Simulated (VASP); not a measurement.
Crystal: Pb.

```
CELL_PARAMETERS angstrom
0.00000 2.52356 2.52356
2.52356 0.00000 2.52356
2.52356 2.52356 0.00000
ATOMIC_POSITIONS crystal
Pb 0.00000 0.00000 0.00000
```

Program: VASP 6.6.1. Alike in all runs: task single point; potentials or basis VASP PAW PBE potentials, release 64 (Pb_d); no spin polarisation; cell as given; k mesh 9 × 9 × 9; cutoff (eV) 520; smearing fermi-dirac 0.05 eV.

Problem. Order these runs on this cell by their pressure, lowest first.
A. level r2SCAN+rVV10
B. level revPBE
C. level PBE exchange alone
D. level PBEsol+D4
E. level RPBE+D3(BJ)

Solution. E (-17.4 GPa), D (-4.1 GPa), A (-2.3 GPa), B (0.7 GPa), C (7.9 GPa).

Caveats: the PAW data sets were made with another functional, which shifts forces and pressure a little (some runs); pairwise dispersion overbinds metals, which lowers pressure and volume (some runs).
